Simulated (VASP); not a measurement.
# FeSi16 (a cell with a defect) in VASP: single point with LDA

Aim: the single point of FeSi16 (a cell with a defect) with LDA.

Everything below comes from runs of VASP 6.6.1. Logs are shortened: lines on timing, memory, paths and dates and some standing lists are left out, and cuts for length are marked.

## 1. The cell of the first run

The cell holds a defect, 17 atoms: a = 7.640 Å, b = 7.640 Å, c = 7.640 Å, α = 60.00°, β = 60.00°, γ = 60.00°.

## 2. Single point, LDA, collinear spin, ferromagnetic start

Input file INCAR:

```
ALGO = Normal
EDIFF = 1E-7
ENCUT = 520
ISIF = 2
ISMEAR = 0
ISPIN = 2
LASPH = True
LCHARG = False
LMAXMIX = 4
LORBIT = 11
LREAL = Auto
LWAVE = False
MAGMOM = 0 0 0 0 0 0 0 0 0 0 0 0 0 0 0 0 2.17
NBANDS = 54
NELECT = 71.0
NELM = 150
PREC = Accurate
SIGMA = 0.02
```

Input file KPOINTS:

```
k-points
0
Gamma
  3 3 3
```

Input file POSCAR:

```
FeSi16
1.0
    0.0000000000      5.4019422852     -5.4019422852
    5.4019422852      5.4019422852      0.0000000000
    5.4019422852      0.0000000000     -5.4019422852
Si Fe
16 1
Direct
    0.1350902993      0.1353676069      0.1188533616
    0.1350841904      0.6102186632      0.1189135252
    0.6098632355      0.1353533528      0.1190081208
    0.6296662053      0.6299420320      0.1100331082
    0.1122158416      0.1123483866      0.6627611535
    0.1260913138      0.6282240388      0.6171463566
    0.6280587279      0.1262655104      0.6171922660
    0.6280235554      0.6281342563      0.6172233660
    0.2537130957      0.7500292091      0.2458196385
    0.2375195684      0.2378766622      0.2862542616
    0.7497131191      0.7499713596      0.2459026642
    0.7497353334      0.2539938281      0.2458687875
    0.2556565633      0.7395554764      0.7486120337
    0.2556949755      0.2558636185      0.7485491859
    0.7536803033      0.7538578321      0.7382499274
    0.7394101583      0.2557648577      0.7487095912
   -0.0420635742     -0.0416957435      0.1249754189
```

Potentials or basis: VASP PAW LDA potentials, release 64 (Si, Fe).

On the command line:

```console
$ cat potpaw_LDA.64/Si/POTCAR potpaw_LDA.64/Fe/POTCAR > POTCAR
$ mpirun -np 1 vasp_std > vasp.out
```

OUTCAR:

```text
EDIFF = 1E-7
   ENCUT = 520
   ISIF = 2
   ISMEAR = 0
   ISPIN = 2
   LASPH = True
   LORBIT = 11
   LREAL = Auto
   NELECT = 71.0
   NELM = 150
   PREC = Accurate

 ion  position               nearest neighbor table
   1  0.135  0.135  0.119-  14 2.31  17 2.32  10 2.34   9 2.40  12 2.41
   2  0.135  0.610  0.119-  13 2.31  17 2.32  10 2.34   9 2.41  11 2.41
   3  0.610  0.135  0.119-  16 2.31  17 2.32  10 2.34  12 2.41  11 2.41
   4  0.630  0.630  0.110-  15 2.32  11 2.35  12 2.35   9 2.35
   5  0.112  0.112  0.663-  14 2.34  13 2.34  16 2.34  10 2.35  17 2.88
   6  0.126  0.628  0.617-   9 2.32  15 2.32  14 2.32  13 2.32
   7  0.628  0.126  0.617-  12 2.32  15 2.32  14 2.32  16 2.32
   8  0.628  0.628  0.617-  11 2.32  15 2.32  13 2.32  16 2.32
   9  0.254  0.750  0.246-   6 2.32   4 2.35  17 2.35   1 2.40   2 2.41
  10  0.238  0.238  0.286-   3 2.34   2 2.34   1 2.34   5 2.35
  11  0.750  0.750  0.246-   8 2.32   4 2.35  17 2.35   2 2.41   3 2.41
  12  0.750  0.254  0.246-   7 2.32   4 2.35  17 2.35   1 2.41   3 2.41
  13  0.256  0.740  0.749-   2 2.31   6 2.32   8 2.32   5 2.34
  14  0.256  0.256  0.749-   1 2.31   6 2.32   7 2.32   5 2.34
  15  0.754  0.754  0.738-   4 2.32   8 2.32   7 2.32   6 2.32
  16  0.739  0.256  0.749-   3 2.31   8 2.32   7 2.32   5 2.34
  17  0.958  0.958  0.125-   3 2.32   2 2.32   1 2.32  11 2.35  12 2.35   9 2.35   5 2.88

  LATTYP: Found a face centered cubic cell.
 ALAT       =    10.8038845704

  Lattice vectors:

 A1 = (   0.0000000000,   5.4019422852,  -5.4019422852)
 A2 = (   5.4019422852,   5.4019422852,   0.0000000000)
 A3 = (   5.4019422852,   0.0000000000,  -5.4019422852)

Analysis of symmetry for initial positions (statically):
=====================================================================
 Subroutine PRICEL returns:
 Original cell was already a primitive cell.

 Routine SETGRP: Setting up the symmetry group for a
 face centered cubic supercell.

 Subroutine GETGRP returns: Found  1 space group operations
 (whereof  1 operations were pure point group operations)
 out of a pool of 48 trial point group operations.

The static configuration has the point symmetry C_1 .

Analysis of symmetry for dynamics (positions and initial velocities):
=====================================================================
 Subroutine PRICEL returns:
 Original cell was already a primitive cell.

 Routine SETGRP: Setting up the symmetry group for a
 face centered cubic supercell.

 Subroutine GETGRP returns: Found  1 space group operations
 (whereof  1 operations were pure point group operations)
 out of a pool of 48 trial point group operations.

The dynamic configuration has the point symmetry C_1 .

[... 175 lines left out ...]
  ---------------------------------------------------
  free energy    TOTEN  =      -109.08568018 eV

  energy without entropy =     -109.08350360  energy(sigma->0) =     -109.08459189

 E-fermi :   6.2030     XC(G=0):  -9.8941

 val. band max:        6.1930438210   @ k =   0.0000   0.0000   0.0000
 cond. band min:       6.2068497994   @ k =  -0.3333   0.3333  -0.3333
 fundamental gap:      0.0138059784
 Fermi energy:         6.2029720302

 spin component 1

 k-point     1 :       0.0000    0.0000    0.0000
  band No.  band energies     occupation
      1      -5.9903      1.00000
      2      -3.6130      1.00000
      3      -3.5878      1.00000
      4      -3.5877      1.00000
      5      -3.5227      1.00000
      6      -1.9131      1.00000
[... 689 lines left out ...]
     46       9.6286      0.00000
     47       9.7292      0.00000
 Fermi energy:         6.2029720302

 spin component 2

 k-point     1 :       0.0000    0.0000    0.0000
  band No.  band energies     occupation
      1      -5.9657      1.00000
      2      -3.5907      1.00000
      3      -3.5625      1.00000
      4      -3.5623      1.00000
      5      -3.5078      1.00000
      6      -1.8805      1.00000
[... 689 lines left out ...]
     46       9.6681      0.00000
     47       9.7603      0.00000
 [bands above 47 left out]

------------------------ aborting loop because EDIFF is reached ----------------------------------------

  FORCE on cell =-STRESS in cart. coord.  units (eV):
  Direction    XX          YY          ZZ          XY          YZ          ZX
  --------------------------------------------------------------------------------------
  -------------------------------------------------------------------------------------
  Total       -8.5618856     -8.5515720     -8.5719983     -1.2703030      1.2661979     -1.2633159
  in kB      -43.5111126    -43.4586991    -43.5625049     -6.4556220      6.4347599     -6.4201136
  external PRESSURE =     -43.5107722 kB  Pullay stress =       0.0000000 kB

 VOLUME and BASIS-vectors are now :
 -----------------------------------------------------------------------------
  energy-cutoff  :      520.00
  volume of cell :      315.27
      direct lattice vectors                 reciprocal lattice vectors
     0.000000000  5.401942285 -5.401942285    -0.092559301  0.092559301 -0.092559301
     5.401942285  5.401942285  0.000000000     0.092559301  0.092559301  0.092559301
     5.401942285  0.000000000 -5.401942285     0.092559301 -0.092559301 -0.092559301

 POSITION                                       TOTAL-FORCE (eV/Angst)
 -----------------------------------------------------------------------------------
      1.37329      1.46100     -1.37179         0.008927      0.005274     -0.008547
      3.93873      4.02608     -1.37208        -0.005929     -0.009497     -0.008923
      1.37405      4.02562     -3.93732         0.009028     -0.009234      0.005642
      3.99730      6.80433     -3.99581         0.003803     -0.002718     -0.004357
      4.18710      1.21308     -4.18638         0.005197     -0.005658     -0.005147
      6.72742      4.07477     -4.01493        -0.003060      0.003055     -0.005959
[... 9 lines left out ...]
      5.42611      5.37588     -8.03874        -0.001698      0.001191     -0.005684
      5.85181     10.35142     -5.84983        -0.030317      0.030005      0.031017
 -----------------------------------------------------------------------------------
    total drift:                                0.001996      0.000026     -0.002659

  FREE ENERGIE OF THE ION-ELECTRON SYSTEM (eV)
  ---------------------------------------------------
  free  energy   TOTEN  =      -109.0856801791 eV

  energy  without entropy=     -109.0835035966  energy(sigma->0) =     -109.08459189

 total charge

# of ion       s       p       d       tot
------------------------------------------
    1        0.758   0.936   0.000   1.694
    2        0.758   0.936   0.000   1.694
    3        0.758   0.936   0.000   1.694
    4        0.764   0.921   0.000   1.685
    5        0.752   0.944   0.000   1.695
    6        0.761   0.950   0.000   1.711
[... 9 lines left out ...]
   16        0.763   0.939   0.000   1.702
   17        0.426   0.486   6.593   7.505
--------------------------------------------------
tot         12.576  15.483   6.593  34.653

 magnetization (x)

# of ion       s       p       d       tot
------------------------------------------
    1       -0.001   0.007   0.000   0.006
    2       -0.001   0.007   0.000   0.006
    3       -0.001   0.007   0.000   0.006
    4       -0.002   0.004   0.000   0.002
    5        0.001   0.001   0.000   0.002
    6       -0.001   0.008   0.000   0.007
[... 9 lines left out ...]
   16       -0.000   0.008   0.000   0.008
   17        0.017   0.012   1.385   1.414
--------------------------------------------------
tot          0.006   0.120   1.385   1.511
```

It took 8.8 min on 1 thread of Intel Xeon 6975P-C (Granite Rapids), shared host; peak memory 0.58 GiB.

What came out:

* Free energy: -109.0857 eV
* Largest force: 0.053 eV/Å
* Net moment: 1.67 μB per cell
* Site moments: Si +0.01, +0.00 (each value once); Fe +1.41 μB
* Valence electrons inside the program's atomic spheres: Si 1.69, 1.70, 1.71, 1.67 (each value once); Fe 7.50

Forces in eV/Å, atoms in the order of the input:
```
Si   0.009  0.005 -0.009
Si  -0.006 -0.009 -0.009
Si   0.009 -0.009  0.006
Si   0.004 -0.003 -0.004
Si   0.005 -0.006 -0.005
Si  -0.003  0.003 -0.006
Si   0.006  0.003  0.003
Si  -0.003 -0.005  0.004
Si   0.005 -0.005 -0.003
Si  -0.003  0.003  0.003
Si   0.005 -0.005 -0.005
Si   0.004 -0.005 -0.005
Si   0.006  0.002  0.001
Si  -0.001 -0.005  0.000
Si  -0.004  0.005  0.004
Si  -0.002  0.001 -0.006
Fe  -0.030  0.030  0.031
```

Caveat: the cell carries a net charge on a neutralising background, which shifts energy and pressure; the cell is charged against a uniform background, so pressure and absolute levels hang on convention.
